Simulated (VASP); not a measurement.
# Hf3O8 in VASP: relaxation of the atoms with PBE

Aim: the relaxation of the atoms of Hf3O8 with PBE.

All numbers are computed with VASP 6.6.1; they aren't measurements. Logs are shortened: lines on timing, memory, paths and dates and some standing lists are left out, and cuts for length are marked.

## Step 1: The cell of the first run

The cell holds a slab with vacuum, 11 atoms: a = 3.605 Å, b = 3.605 Å, c = 25.301 Å, α = 90.00°, β = 90.00°, γ = 120.00°.

## Step 2: Relaxation of the atoms, PBE

Contents of INCAR:

```
SYSTEM = Hf3O8
PREC = Accurate ; ENCUT = 520
EDIFF = 1E-6 ; ISMEAR = 0
SIGMA = 0.05 ; LREAL = .FALSE.
LASPH = .TRUE. ; NELM = 100
ALGO = Fast ; ISIF = 2
LWAVE = .FALSE. ; LCHARG = .FALSE.
LDIPOL = .TRUE. ; IDIPOL = 3
DIPOL = 0.5 0.5 0.500 ; GGA = PE
IBRION = 2 ; NSW = 80
EDIFFG = -0.02
```

Contents of KPOINTS:

```
Automatic mesh
0
G
  9 9 1
  0 0 0
```

Contents of POSCAR:

```
Hf3O8
1.0
    3.6045556755      0.0000000000      0.0000000000
   -1.8022778378      3.1216367844      0.0000000000
    0.0000000000      0.0000000000     25.3008758470
O Hf
8 3
Direct
    0.6666666667      0.3333333333      0.2964324257
    0.0000000000      0.0000000000      0.3545945898
    0.3333333333      0.6666666667      0.4127567539
    0.6666666667      0.3333333333      0.4709189180
    0.0000000000      0.0000000000      0.5290810820
    0.3333333333      0.6666666667      0.5872432461
    0.6666666667      0.3333333333      0.6454054102
    0.0000000000      0.0000000000      0.7035675743
    0.6666666667      0.3333333333      0.3836756718
    0.3333333333      0.6666666667      0.5000000000
    0.0000000000      0.0000000000      0.6163243282
```

Potentials or basis: VASP PAW PBE potentials, release 64 (O, Hf_pv).

On the command line:

```
cat potpaw_PBE.64/O/POTCAR potpaw_PBE.64/Hf_pv/POTCAR > POTCAR
mpirun -np 1 vasp_std > vasp.out
```

OUTCAR:

```text
SYSTEM = Hf3O8
   PREC = Accurate
   ENCUT = 520
   EDIFF = 1E-6
   ISMEAR = 0
   LREAL = .FALSE.
   LASPH = .TRUE.
   NELM = 100
   ISIF = 2
   GGA = PE
   IBRION = 2
   NSW = 80
   EDIFFG = -0.02

 ion  position               nearest neighbor table
   1  0.667  0.333  0.296-   9 2.21
   2  0.000  0.000  0.355-   9 2.21   9 2.21   9 2.21
   3  0.333  0.667  0.413-  10 2.21   9 2.21   9 2.21   9 2.21
   4  0.667  0.333  0.471-  10 2.21  10 2.21  10 2.21   9 2.21
   5  0.000  0.000  0.529-  10 2.21  10 2.21  10 2.21  11 2.21
   6  0.333  0.667  0.587-  10 2.21  11 2.21  11 2.21  11 2.21
   7  0.667  0.333  0.645-  11 2.21  11 2.21  11 2.21
   8  0.000  0.000  0.704-  11 2.21
   9  0.667  0.333  0.384-   1 2.21   2 2.21   2 2.21   2 2.21   3 2.21   3 2.21   3 2.21   4 2.21
                            10 3.60  10 3.60  10 3.60
  10  0.333  0.667  0.500-   3 2.21   6 2.21   4 2.21   5 2.21   4 2.21   5 2.21   5 2.21   4 2.21
                             9 3.60  11 3.60   9 3.60  11 3.60  11 3.60   9 3.60
  11  0.000  0.000  0.616-   8 2.21   7 2.21   7 2.21   7 2.21   6 2.21   6 2.21   6 2.21   5 2.21
                            10 3.60  10 3.60  10 3.60

  LATTYP: Found a hexagonal cell.
 ALAT       =     3.6045556755
 C/A-ratio  =     7.0191385915

  Lattice vectors:

 A1 = (   3.6045556755,   0.0000000000,   0.0000000000)
 A2 = (  -1.8022778378,   3.1216367844,   0.0000000000)
 A3 = (   0.0000000000,   0.0000000000,  25.3008758470)

Analysis of symmetry for initial positions (statically):
=====================================================================
 Subroutine PRICEL returns:
 Original cell was already a primitive cell.

 Routine SETGRP: Setting up the symmetry group for a
 hexagonal supercell.

 Subroutine GETGRP returns: Found 12 space group operations
 (whereof  6 operations were pure point group operations)
 out of a pool of 24 trial point group operations.

The static configuration has the point symmetry C_3v.
 The point group associated with its full space group is D_3d.

Analysis of symmetry for dynamics (positions and initial velocities):
=====================================================================
 Subroutine PRICEL returns:
 Original cell was already a primitive cell.

 Routine SETGRP: Setting up the symmetry group for a
 hexagonal supercell.

 Subroutine GETGRP returns: Found 12 space group operations
 (whereof  6 operations were pure point group operations)
 out of a pool of 24 trial point group operations.

The dynamic configuration has the point symmetry C_3v.
 The point group associated with its full space group is D_3d.

 Subroutine INISYM returns: Found 12 space group operations
 (whereof  6 operations are pure point group operations),
 and found     1 'primitive' translations

----------------------------------------------------------------------------------------

                                     Primitive cell

  volume of cell :     284.6883

  direct lattice vectors                    reciprocal lattice vectors
     3.604555675  0.000000000  0.000000000     0.277426704  0.160172382  0.000000000
    -1.802277838  3.121636784  0.000000000     0.000000000  0.320344764  0.000000000
     0.000000000  0.000000000 25.300875847     0.000000000  0.000000000  0.039524323

  length of vectors
     3.604555675  3.604555676 25.300875847     0.320344764  0.320344764  0.039524323

  position of ions in fractional coordinates (direct lattice)
     0.666666667  0.333333333  0.296432426
     0.000000000  0.000000000  0.354594590
     0.333333333  0.666666667  0.412756754
     0.666666667  0.333333333  0.470918918
     0.000000000  0.000000000  0.529081082
     0.333333333  0.666666667  0.587243246
     0.666666667  0.333333333  0.645405410
     0.000000000  0.000000000  0.703567574
     0.666666667  0.333333333  0.383675672
     0.333333333  0.666666667  0.500000000
     0.000000000  0.000000000  0.616324328

  ion indices of the primitive-cell ions
   primitive index   ion index
                 1           1
                 2           2
[... 40 lines left out ...]
  0.222222 -0.000000  0.000000      6.000000
  0.333333 -0.000000  0.000000      6.000000
  0.444444 -0.000000  0.000000      6.000000
  0.111111  0.111111  0.000000      6.000000
  0.222222  0.111111  0.000000     12.000000
  0.333333  0.111111  0.000000     12.000000
  0.444444  0.111111  0.000000      6.000000
  0.222222  0.222222  0.000000      6.000000
  0.333333  0.222222  0.000000     12.000000
  0.333333  0.333333  0.000000      2.000000
   k-points           NKPTS =     12   k-points in BZ     NKDIM =     12   number of bands    NBANDS=     46
   number of dos      NEDOS =    301   number of ions     NIONS =     11
   total plane-waves  NPLWV = 150528
   dimension x,y,z NGX =    28 NGY =   28 NGZ =  192
   dimension x,y,z NGXF=    56 NGYF=   56 NGZF=  384
   ions per type =               8   3
   NGX,Y,Z   is equivalent  to a cutoff of  12.91, 12.91, 12.62 a.u.
   NGXF,Y,Z  is equivalent  to a cutoff of  25.83, 25.83, 25.23 a.u.
 SYSTEM =  Hf3O8
   PREC   = accura    normal or accurate (medium, high low for compatibility)
   ISTART =      0    job   : 0-new  1-cont  2-samecut
   ICHARG =      2    charge: 1-file 2-atom 10-const
   ISPIN  =      1    spin polarized calculation?
   LNONCOLLINEAR =      F non collinear calculations
   LSORBIT =      F    spin-orbit coupling
   LASPH  =      T    aspherical Exc in radial PAW
   ENCUT  =  520.0 eV  38.22 Ry    6.18 a.u.   6.70  6.70 47.04*2*pi/ulx,y,z
   NELM   =    100;   NELMIN=  2; NELMDL= -5     # of ELM steps
   EDIFF  = 0.1E-05   stopping-criterion for ELM
   LREAL  =      F    real-space projection
   EDIFFG = -.2E-01   stopping-criterion for IOM
   NSW    =     80    number of steps for IOM
   IBRION =      2    ionic relax: 0-MD 1-quasi-New 2-CG
   NFREE  =      1    steps in history (QN), initial steepest desc. (CG)
   ISIF   =      2    stress and relaxation
   ISYM   =      2    0-nonsym 1-usesym 2-fastsym
   POTIM  = 0.5000    time-step for ionic-motion
   TEBEG  =    0.0;   TEEND  =   0.0 temperature during run
   PSTRESS=    0.0 pullay stress
   NELECT =      78.0000    total number of electrons
   NUPDOWN=      -1.0000    fix difference up-down
   EMIN   =  10.00;   EMAX   =-10.00  energy-range for DOS
   EFERMI =   0.00;   METHOD = LEGACY
   ISMEAR =     0;   SIGMA  =   0.05  broadening in eV -4-tet -1-fermi 0-gaus
   EFERMI_NEDOS =   21; number of points for ismear=-14 and -15
   IALGO  =     68    algorithm
   IMIX   =      4    mixing-type and parameters
     AMIX     =   0.40;   BMIX     =  1.00
     AMIX_MAG =   1.60;   BMIX_MAG =  1.00
  volume/ion in A,a.u.               =      25.88       174.65
  Fermi-wavevector in a.u.,A,eV,Ry     =   1.063285  2.009318 15.382415  1.130576
  Thomas-Fermi vector in A             =   2.198765
   LORBIT       =      0    0 simple, 1 ext, 2 COOP (PROOUT), +10 PAW based schemes
   GGA     = PE    functional components
   LHFCALC =     F    Hartree Fock is set to
   AEXX    =    0.0000 exact exchange contribution
   IVDW    =     0    specifies the selected vdW correction
   LEPSILON=     F    determine dielectric tensor
   LRPA    =     F    only Hartree local field effects (RPA)
 conjugate gradient relaxation of ions
 non-spin polarized calculation
 RMM-DIIS sequential band-by-band and
 Gauss-broadening in eV      SIGMA  =   0.05
  energy-cutoff  :      520.00
  volume of cell :      284.69
 maximum number of plane-waves:      7707
 NGX is ok and might be reduce to    28
   NGX = 13   NGY = 13   NGZ = 95

--------------------------------------- Ionic step        1  -------------------------------------------

 number of electron      78.0000000 magnetization

 Free energy of the ion-electron system (eV)
  ---------------------------------------------------
  ext. energy  EPLUGINS =         0.00000000
  ---------------------------------------------------
  free energy    TOTEN  =       -93.32769700 eV

  energy without entropy =      -93.29955035  energy(sigma->0) =      -93.31362368

------------------------ aborting loop because EDIFF is reached ----------------------------------------

  FORCE on cell =-STRESS in cart. coord.  units (eV):
  Direction    XX          YY          ZZ          XY          YZ          ZX
  --------------------------------------------------------------------------------------
  -------------------------------------------------------------------------------------
  Total       -4.0234892     -4.0234892     -8.0673389      0.0000000      0.0000000      0.0000000
  in kB      -22.6435107    -22.6435107    -45.4016068      0.0000000      0.0000000      0.0000000
  external PRESSURE =     -30.2295427 kB  Pullay stress =       0.0000000 kB
[... 116 lines left out ...]
  FREE ENERGIE OF THE ION-ELECTRON SYSTEM (eV)
  ---------------------------------------------------
  free  energy   TOTEN  =       -93.9764562560 eV

  energy  without entropy=      -93.9593757945  energy(sigma->0) =      -93.96791603

 dipolmoment           0.000000      0.000000     -0.000000 electrons x Angstroem

[... ionic steps 4 to 12 ...]

--------------------------------------- Ionic step       13  -------------------------------------------

 number of electron      78.0000005 magnetization

------------------------ aborting loop because EDIFF is reached ----------------------------------------
[... 85 lines left out ...]
--------------------------------------- Ionic step       15  -------------------------------------------

 number of electron      78.0000005 magnetization

 dipolmoment           0.000000      0.000000      0.000000 electrons x Angstroem

 Free energy of the ion-electron system (eV)
  ---------------------------------------------------
  ext. energy  EPLUGINS =         0.00000000
  ---------------------------------------------------
  free energy    TOTEN  =       -94.00463981 eV

  energy without entropy =      -93.98838316  energy(sigma->0) =      -93.99651148

 E-fermi :  -4.3623     XC(G=0):  -5.4271

 val. band max:       -4.3747656040   @ k =   0.4444   0.1111   0.0000
 cond. band min:      -4.3554642564   @ k =   0.1111  -0.0000   0.0000
 fundamental gap:      0.0193013477
 Fermi energy:        -4.3622903659

 k-point     1 :       0.0000    0.0000    0.0000
  band No.  band energies     occupation
      1     -33.8934      2.00000
      2     -33.6628      2.00000
      3     -33.6628      2.00000
      4     -33.4707      2.00000
      5     -33.4383      2.00000
      6     -33.3009      2.00000
[... 577 lines left out ...]
     45       0.9909      0.00000
     46       2.0892      0.00000

------------------------ aborting loop because EDIFF is reached ----------------------------------------

 vacuum level on the upper side and lower side of the slab       (xc-potential included)        -0.008        -0.008

  FORCE on cell =-STRESS in cart. coord.  units (eV):
  Direction    XX          YY          ZZ          XY          YZ          ZX
  --------------------------------------------------------------------------------------
  -------------------------------------------------------------------------------------
  Total       -0.2820708     -0.2820708     -0.2755902      0.0000000      0.0000000      0.0000000
  in kB       -1.5874461     -1.5874461     -1.5509745      0.0000000      0.0000000      0.0000000
  external PRESSURE =      -1.5752889 kB  Pullay stress =       0.0000000 kB
[... 26 lines left out ...]
  FREE ENERGIE OF THE ION-ELECTRON SYSTEM (eV)
  ---------------------------------------------------
  free  energy   TOTEN  =       -94.0046398080 eV

  energy  without entropy=      -93.9883831555  energy(sigma->0) =      -93.99651148

 reached required accuracy - stopping structural energy minimisation

 vacuum level on the upper side and lower side of the slab         5.202         5.202
```

Wall time 57 min (1 thread of Oxide Virtual Turin-like, shared host); peak memory 0.45 GiB.

Results:

```yaml
Free_energy: -94.0046 eV
Energy_gained_by_relaxing: 61.5 meV/atom
Ionic_steps: 15
Largest_force_after_relaxing: 0.014 eV/Å
Band_gap_on_the_k_mesh: zero (bands 39 and 40 overlap by 0.12 eV)
```

Forces on the atoms (eV/Å):
```
O    0.000  0.000  0.010
O    0.000  0.000  0.001
O    0.000  0.000  0.000
O    0.000  0.000 -0.014
O    0.000  0.000  0.014
O    0.000  0.000  0.000
O    0.000  0.000 -0.001
O    0.000  0.000 -0.010
Hf   0.000  0.000 -0.003
Hf   0.000  0.000  0.000
Hf   0.000  0.000  0.003
```

Step by step:
```
step  energy change (eV)  largest force (eV/Å)  pressure (GPa)
   1              0.0000                2.7958           -3.02
   2             -0.6389                0.4021           -1.35
   3             -0.6488                0.3670           -0.90
   4             -0.6490                0.3668           -0.97
   5             -0.6679                0.1636           -0.80
   6             -0.6694                0.0884           -0.74
   7             -0.6710                0.0648           -0.68
   8             -0.6732                0.0795           -0.57
   9             -0.6711                0.1583           -0.33
  10             -0.6735                0.0979           -0.51
  11             -0.6749                0.0654           -0.38
  12             -0.6759                0.1085           -0.18
  13             -0.6768                0.0266           -0.17
  14             -0.6768                0.0292           -0.17
  15             -0.6769                0.0138           -0.16
```

Final structure:
```yaml
crystal:
  lattice:
    - [3.60456, 0.00000, 0.00000]
    - [-1.80228, 3.12164, 0.00000]
    - [0.00000, 0.00000, 25.30088]
  atoms:
    - { symbol: O, position: [0.66667, 0.33333, 0.30096] }
    - { symbol: O, position: [0.00000, 0.00000, 0.35910] }
    - { symbol: O, position: [0.33333, 0.66667, 0.41331] }
    - { symbol: O, position: [0.66667, 0.33333, 0.47224] }
    - { symbol: O, position: [0.00000, 0.00000, 0.52776] }
    - { symbol: O, position: [0.33333, 0.66667, 0.58669] }
    - { symbol: O, position: [0.66667, 0.33333, 0.64090] }
    - { symbol: O, position: [0.00000, 0.00000, 0.69904] }
    - { symbol: Hf, position: [0.66667, 0.33333, 0.37884] }
    - { symbol: Hf, position: [0.33333, 0.66667, 0.50000] }
    - { symbol: Hf, position: [0.00000, 0.00000, 0.62116] }
```

Caveat: spin-orbit coupling is left out, which moves the levels of the heavy elements.
